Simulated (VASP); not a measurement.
# Fe (P6_3/mmc) in VASP: further runs

Aim: see how the results for Fe move with the level of theory and the settings. Levels: PBE+D3(BJ), PBEsol+D4. Tasks: relaxation of cell and atoms, single point.

All numbers are computed with VASP 6.6.1; they aren't measurements. Logs are shortened: lines on timing, memory, paths and dates and some standing lists are left out, and cuts for length are marked.

**1. The cell of the first run**

It takes space group P6_3/mmc (No. 194, hexagonal). The conventional cell has a = 2.434 Å, b = 2.434 Å, c = 3.842 Å, α = 90.00°, β = 90.00°, γ = 120.00°. Within 3.1 Å of Fe (site symmetry -6m2) lie 12 Fe at 2.38 to 2.43 Å.

**2. Relaxation of cell and atoms, PBE+D3(BJ), collinear spin, ferromagnetic start**

Input file INCAR:

```
SYSTEM = Fe
PREC     = Accurate       ! precision mode
ENCUT    = 600            ! plane-wave cutoff, eV
EDIFF    = 1E-6           ! SCF threshold, eV
ISMEAR   = -1             ! smearing method
SIGMA    = 0.05           ! smearing width, eV
LREAL    = .FALSE.        ! projectors in reciprocal space
LASPH    = .TRUE.         ! aspherical terms in the spheres
NELM     = 150            ! most SCF steps
ALGO     = Normal         ! electronic algorithm
ISIF     = 3              ! what is computed and relaxed
LWAVE    = .FALSE.        ! write WAVECAR
LCHARG   = .FALSE.        ! write CHGCAR
ISPIN    = 2              ! spin polarisation
MAGMOM   = 3 3            ! initial moments
LORBIT   = 11             ! projections on sites
LMAXMIX  = 4              ! l up to which the mixer works
GGA      = PE             ! functional
IVDW     = 12             ! dispersion correction
IBRION   = 2              ! ionic algorithm
NSW      = 60             ! ionic steps
EDIFFG   = -0.01          ! ionic threshold
```

Input file KPOINTS:

```
regular mesh
0
G
  12 12 7
  0 0 0
```

Input file POSCAR:

```
Fe
1.0
    2.4341575853      0.0000000000      0.0000000000
   -1.2170787927      2.1080423057      0.0000000000
    0.0000000000      0.0000000000      3.8419344700
Fe
2
Direct
    0.6666666667      0.3333333333      0.7500000000
    0.3333333333      0.6666666667      0.2500000000
```

Potentials or basis: VASP PAW PBE potentials, release 64 (Fe).

Run with:

```console
cat potpaw_PBE.64/Fe/POTCAR > POTCAR
mpirun -np 1 vasp_std > vasp.out
```

OUTCAR:

```text
SYSTEM = Fe
   PREC = Accurate
   ENCUT = 600
   EDIFF = 1E-6
   ISMEAR = -1
   LREAL = .FALSE.
   LASPH = .TRUE.
   NELM = 150
   ISIF = 3
   ISPIN = 2
   LORBIT = 11
   GGA = PE
   IVDW = 12
   IBRION = 2
   NSW = 60
   EDIFFG = -0.01
 IVDW          = 12

 ion  position               nearest neighbor table
   1  0.667  0.333  0.750-   2 2.38   2 2.38   2 2.38   2 2.38   2 2.38   2 2.38
   2  0.333  0.667  0.250-   1 2.38   1 2.38   1 2.38   1 2.38   1 2.38   1 2.38

  LATTYP: Found a hexagonal cell.
 ALAT       =     2.4341575853
 C/A-ratio  =     1.5783425417

  Lattice vectors:

 A1 = (   2.4341575853,   0.0000000000,   0.0000000000)
 A2 = (  -1.2170787927,   2.1080423057,   0.0000000000)
 A3 = (   0.0000000000,   0.0000000000,   3.8419344700)

Analysis of symmetry for initial positions (statically):
=====================================================================
 Subroutine PRICEL returns:
 Original cell was already a primitive cell.

 Routine SETGRP: Setting up the symmetry group for a
 hexagonal supercell.

 Subroutine GETGRP returns: Found 24 space group operations
 (whereof 12 operations were pure point group operations)
 out of a pool of 24 trial point group operations.

The static configuration has the point symmetry D_3d.
 The point group associated with its full space group is D_6h.

Analysis of symmetry for dynamics (positions and initial velocities):
=====================================================================
 Subroutine PRICEL returns:
 Original cell was already a primitive cell.

 Routine SETGRP: Setting up the symmetry group for a
 hexagonal supercell.

 Subroutine GETGRP returns: Found 24 space group operations
 (whereof 12 operations were pure point group operations)
 out of a pool of 24 trial point group operations.

The dynamic configuration has the point symmetry D_3d.
 The point group associated with its full space group is D_6h.

Analysis of structural, dynamic, and magnetic symmetry:
=====================================================================
 Subroutine PRICEL returns:
 Original cell was already a primitive cell.

 Routine SETGRP: Setting up the symmetry group for a
 hexagonal supercell.

 Subroutine GETGRP returns: Found 24 space group operations
 (whereof 12 operations were pure point group operations)
 out of a pool of 24 trial point group operations.

The overall configuration has the point symmetry D_3d.
 The point group associated with its full space group is D_6h.

 Subroutine INISYM returns: Found 24 space group operations
 (whereof 12 operations are pure point group operations),
 and found     1 'primitive' translations

----------------------------------------------------------------------------------------

                                     Primitive cell

  volume of cell :      19.7141

  direct lattice vectors                    reciprocal lattice vectors
     2.434157585  0.000000000  0.000000000     0.410819746  0.237186891  0.000000000
    -1.217078793  2.108042306  0.000000000     0.000000000  0.474373781  0.000000000
     0.000000000  0.000000000  3.841934470     0.000000000  0.000000000  0.260285543

  length of vectors
     2.434157585  2.434157585  3.841934470     0.474373781  0.474373781  0.260285543

  position of ions in fractional coordinates (direct lattice)
     0.666666667  0.333333333  0.750000000
     0.333333333  0.666666667  0.250000000

  ion indices of the primitive-cell ions
   primitive index   ion index
                 1           1
                 2           2

----------------------------------------------------------------------------------------

 KPOINTS: regular mesh

Automatic generation of k-mesh.
 Grid dimensions read from file:
 generate k-points for:   12   12    7

 Generating k-lattice:

  Cartesian coordinates                     Fractional coordinates (reciprocal lattice)
     0.034234979  0.019765574  0.000000000     0.083333333 -0.000000000  0.000000000
     0.000000000  0.039531148  0.000000000     0.000000000  0.083333333  0.000000000
     0.000000000  0.000000000  0.037183649     0.000000000  0.000000000  0.142857143

  Length of vectors
     0.039531148  0.039531148  0.037183649

  Shift w.r.t. Gamma in fractional coordinates (k-lattice)
     0.000000000  0.000000000  0.000000000

 Subroutine IBZKPT returns following result:
 ===========================================

 Found     76 irreducible k-points:

 Following reciprocal coordinates:
            Coordinates               Weight
  0.000000  0.000000  0.000000      1.000000
  0.083333  0.000000  0.000000      6.000000
  0.166667  0.000000  0.000000      6.000000
  0.250000  0.000000  0.000000      6.000000
  0.333333  0.000000  0.000000      6.000000
  0.416667  0.000000  0.000000      6.000000
[... 16 lines left out ...]
  0.250000  0.000000  0.142857     12.000000
  0.333333  0.000000  0.142857     12.000000
 [... further k-points ...]
   k-points           NKPTS =     76   k-points in BZ     NKDIM =     76   number of bands    NBANDS=     15
   number of dos      NEDOS =    301   number of ions     NIONS =      2
   total plane-waves  NPLWV =  12800
   dimension x,y,z NGX =    20 NGY =   20 NGZ =   32
   dimension x,y,z NGXF=    40 NGYF=   40 NGZF=   64
   ions per type =               2
   NGX,Y,Z   is equivalent  to a cutoff of  13.66, 13.66, 13.85 a.u.
   NGXF,Y,Z  is equivalent  to a cutoff of  27.32, 27.32, 27.69 a.u.
 SYSTEM =  Fe
   PREC   = accura    normal or accurate (medium, high low for compatibility)
   ISTART =      0    job   : 0-new  1-cont  2-samecut
   ICHARG =      2    charge: 1-file 2-atom 10-const
   ISPIN  =      2    spin polarized calculation?
   LNONCOLLINEAR =      F non collinear calculations
   LSORBIT =      F    spin-orbit coupling
   LASPH  =      T    aspherical Exc in radial PAW
   ENCUT  =  600.0 eV  44.10 Ry    6.64 a.u.   4.86  4.86  7.67*2*pi/ulx,y,z
   NELM   =    150;   NELMIN=  2; NELMDL= -5     # of ELM steps
   EDIFF  = 0.1E-05   stopping-criterion for ELM
   LREAL  =      F    real-space projection
   EDIFFG = -.1E-01   stopping-criterion for IOM
   NSW    =     60    number of steps for IOM
   IBRION =      2    ionic relax: 0-MD 1-quasi-New 2-CG
   NFREE  =      1    steps in history (QN), initial steepest desc. (CG)
   ISIF   =      3    stress and relaxation
   ISYM   =      2    0-nonsym 1-usesym 2-fastsym
   POTIM  = 0.5000    time-step for ionic-motion
   TEBEG  =    0.0;   TEEND  =   0.0 temperature during run
   PSTRESS=    0.0 pullay stress
   NELECT =      16.0000    total number of electrons
   NUPDOWN=      -1.0000    fix difference up-down
   EMIN   =  10.00;   EMAX   =-10.00  energy-range for DOS
   EFERMI =   0.00;   METHOD = LEGACY
   ISMEAR =    -1;   SIGMA  =   0.05  broadening in eV -4-tet -1-fermi 0-gaus
   EFERMI_NEDOS =   21; number of points for ismear=-14 and -15
   IALGO  =     38    algorithm
   IMIX   =      4    mixing-type and parameters
     AMIX     =   0.40;   BMIX     =  1.00
     AMIX_MAG =   1.60;   BMIX_MAG =  1.00
  volume/ion in A,a.u.               =       9.86        66.52
  Fermi-wavevector in a.u.,A,eV,Ry     =   1.527058  2.885721 31.727505  2.331906
  Thomas-Fermi vector in A             =   2.635006
   LORBIT       =     11    0 simple, 1 ext, 2 COOP (PROOUT), +10 PAW based schemes
   GGA     = PE    functional components
   LHFCALC =     F    Hartree Fock is set to
   AEXX    =    0.0000 exact exchange contribution
   IVDW    =    12    specifies the selected vdW correction
   LEPSILON=     F    determine dielectric tensor
   LRPA    =     F    only Hartree local field effects (RPA)
 conjugate gradient relaxation of ions
 spin polarized calculation
  energy-cutoff  :      600.00
  volume of cell :       19.71
 maximum number of plane-waves:       687
 NGX is ok and might be reduce to    20
   NGX =  9   NGY =  9   NGZ = 15

--------------------------------------- Ionic step        1  -------------------------------------------

 number of electron      15.9999994 magnetization      -0.0026732

 number of electron      15.9999994 magnetization       0.0009844

 Free energy of the ion-electron system (eV)
  ---------------------------------------------------
  ext. energy  EPLUGINS =         0.00000000
  ---------------------------------------------------
  free energy    TOTEN  =       -16.30088072 eV

  energy without entropy =      -16.28142947  energy(sigma->0) =      -16.29115509

------------------------ aborting loop because EDIFF is reached ----------------------------------------

 Edisp (eV)   -0.82780

 E8    (eV) :    -0.3703

  FORCE on cell =-STRESS in cart. coord.  units (eV):
  Direction    XX          YY          ZZ          XY          YZ          ZX
  --------------------------------------------------------------------------------------
  -------------------------------------------------------------------------------------
  Total       0.27743     0.27743     0.52551    -0.00000     0.00000    -0.00000
  in kB      22.54673    22.54673    42.70811    -0.00000     0.00000    -0.00000
  external pressure =       29.27 kB  Pullay stress =        0.00 kB
[... 149 lines left out ...]
--------------------------------------- Ionic step        5  -------------------------------------------

 number of electron      15.9999993 magnetization       0.0000002

 number of electron      15.9999993 magnetization      -0.0000003

 Free energy of the ion-electron system (eV)
  ---------------------------------------------------
  ext. energy  EPLUGINS =         0.00000000
  ---------------------------------------------------
  free energy    TOTEN  =       -16.31018991 eV

  energy without entropy =      -16.29058664  energy(sigma->0) =      -16.30038827

 E-fermi :   7.2144     XC(G=0): -13.9350

 val. band max:        7.2092672091   @ k =   0.3333   0.2500   0.2857
 cond. band min:       7.2444483617   @ k =   0.4167   0.0833   0.4286
 fundamental gap:      0.0351811526
 Fermi energy:         7.2143677608

 spin component 1

 k-point     1 :       0.0000    0.0000    0.0000
  band No.  band energies     occupation
      1      -1.8695      1.00000
      2       2.1126      1.00000
      3       5.4835      1.00000
      4       5.4835      1.00000
      5       5.6001      1.00000
      6       5.9627      1.00000
      7       5.9627      1.00000
      8       6.3324      1.00000
      9       6.3324      1.00000
     10       7.7055      0.00005
     11       7.9287      0.00000
     12       7.9287      0.00000
     13      16.1779      0.00000
     14      29.3193      0.00000
     15      33.0463      0.00000
[... 399 lines left out ...]
      1       1.5464      1.00000
      2       3.0173      1.00000
      3       3.4871      1.00000
      4       4.4302      1.00000
      5       5.5177      1.00000
      6       5.5495      1.00000
      7       6.1125      1.00000
      8       7.3848      0.03202
      9       7.4758      0.00533
     10       7.5699      0.00082
     11       8.1867      0.00000
     12      13.2215      0.00000
     13      17.8077      0.00000
     14      19.5850      0.00000
     15      24.4940      0.00000

 [... further k-points ...]

 spin component 2

 k-point     1 :       0.0000    0.0000    0.0000
  band No.  band energies     occupation
      1      -1.8695      1.00000
      2       2.1126      1.00000
      3       5.4835      1.00000
      4       5.4835      1.00000
      5       5.6001      1.00000
      6       5.9627      1.00000
      7       5.9627      1.00000
      8       6.3324      1.00000
      9       6.3324      1.00000
     10       7.7055      0.00005
     11       7.9287      0.00000
     12       7.9287      0.00000
     13      16.1779      0.00000
     14      29.3193      0.00000
     15      33.0463      0.00000
[... 447 lines left out ...]
  FREE ENERGIE OF THE ION-ELECTRON SYSTEM (eV)
  ---------------------------------------------------
  free  energy   TOTEN  =       -17.1305800794 eV

  energy  without entropy=      -17.1109768075  energy(sigma->0) =      -17.12077844

 reached required accuracy - stopping structural energy minimisation

 total charge

# of ion       s       p       d       tot
------------------------------------------
    1        0.548   0.661   6.367   7.576
    2        0.548   0.661   6.367   7.576
--------------------------------------------------
tot          1.096   1.321  12.733  15.151

 magnetization (x)

# of ion       s       p       d       tot
------------------------------------------
    1        0.000   0.000   0.000   0.000
    2        0.000   0.000   0.000   0.000
--------------------------------------------------
tot          0.000   0.000   0.000   0.000
```

Run time: 2.4 min. Hardware: 1 thread of Intel Xeon Platinum 8259CL at 2.50GHz (Skylake/Cascade Lake), shared host; peak memory 0.19 GiB.

Results:

* Free energy: -17.1306 eV
* Relaxed volume: 9.94 Å³/atom
* Relaxed cell: a = 2.438 Å, b = 2.438 Å, c = 3.864 Å, α = 90.00°, β = 90.00°, γ = 120.00°
* Space group after relaxing (to 0.05 Å): P6_3/mmc (No. 194)
* Energy gained by relaxing: 1.0 meV/atom
* Ionic steps: 5
* Pressure after relaxing: 0.1 GPa
* Band gap on the k mesh: zero (filled and empty bands overlap)
* Net moment: 0.00 μB per cell
* Valence electrons inside the program's atomic spheres: Fe 7.58
* Dispersion energy per atom: -0.410 eV

Step by step:
| step | energy change (eV) | largest force (eV/Å) | pressure (GPa) | volume (Å³) |
| --- | --- | --- | --- | --- |
| 1 | 0.0000 | 0.0000 | 2.93 | 19.71 |
| 2 | 0.0036 | 0.0000 | -4.97 | 20.23 |
| 3 | -0.0018 | 0.0000 | -0.17 | 19.90 |
| 4 | -0.0018 | 0.0000 | -0.02 | 19.90 |
| 5 | -0.0019 | 0.0000 | 0.09 | 19.89 |

Final structure:
```
Fe
1.0
     2.43783    0.00000    0.00000
    -1.21891    2.11122    0.00000
     0.00000    0.00000    3.86409
Fe
2
Direct
  0.66667 0.33333 0.75000
  0.33333 0.66667 0.25000
```

Caveat: the starting moments collapsed, and a magnetic state may lie lower; pairwise dispersion overbinds metals, which lowers pressure and volume.

[end of part 1 of 2]
